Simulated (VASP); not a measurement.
Write the native input for VASP 6.6.1 that does the following.

| Property | Result |
| --- | --- |
| Task | relaxation of cell and atoms |
| Functional | PBE |
| Potentials or basis | VASP PAW PBE potentials, release 64 (Hf_pv, Bi_d, O) |
| Cutoff | 600 eV |
| k mesh | 6 × 6 × 6 |
| Occupations | gaussian, width 0.1 eV |
| Spin | no spin polarisation |
| Dipole correction | no |
| Further INCAR settings | ALGO = Normal; EDIFF = 1e-06; IBRION = 2; EDIFFG = -0.04; NSW = 90; ISIF = 3 |

The structure of HfBiO lies in POSCAR:

```
HfBiO
1.0
    4.8182089769      0.0000000000      0.0000000000
   -2.4091044885      4.1726913748      0.0000000000
    0.0000000000      0.0000000000      3.2167528865
Hf Bi O
1 1 1
Direct
    0.6666666667      0.3333333333      0.5000000000
    0.3333333333      0.6666666667      0.5000000000
    0.0000000000      0.0000000000      0.0000000000
```

The input as run:

INCAR

```
SYSTEM = HfBiO
PREC = Accurate ; ENCUT = 600
EDIFF = 1E-6 ; ISMEAR = 0
SIGMA = 0.1 ; LREAL = .False.
LASPH = .True. ; NELM = 60
ALGO = Normal ; ISIF = 3
LWAVE = .False. ; LCHARG = .False.
GGA = PE ; IBRION = 2
NSW = 90 ; EDIFFG = -0.04
```

KPOINTS

```
Automatic mesh
0
Gamma
  6 6 6
  0 0 0
```

Potentials or basis: VASP PAW PBE potentials, release 64 (Hf_pv, Bi_d, O).

Launch:

```console
$ cat potpaw_PBE.64/Hf_pv/POTCAR potpaw_PBE.64/Bi_d/POTCAR potpaw_PBE.64/O/POTCAR > POTCAR
$ mpirun -np 1 vasp_std > vasp.out
```

It gave:

* Relaxed volume: 21.22 Å³/atom
* Relaxed cell: a = 4.830 Å, b = 4.830 Å, c = 3.150 Å, α = 90.00°, β = 90.00°, γ = 120.00°
* Space group after relaxing (to 0.05 Å): P-6m2 (No. 187)
* Energy gained by relaxing: 3.8 meV/atom
* Ionic steps: 5
* Pressure after relaxing: 0.2 GPa

Caveat: an odd number of electrons without spin polarisation forces a metal; a magnetic or distorted state may lie lower.

Run time: 2.5 min on 1 thread of Intel Xeon 6975P-C (shared host), peak memory 0.24 GiB.
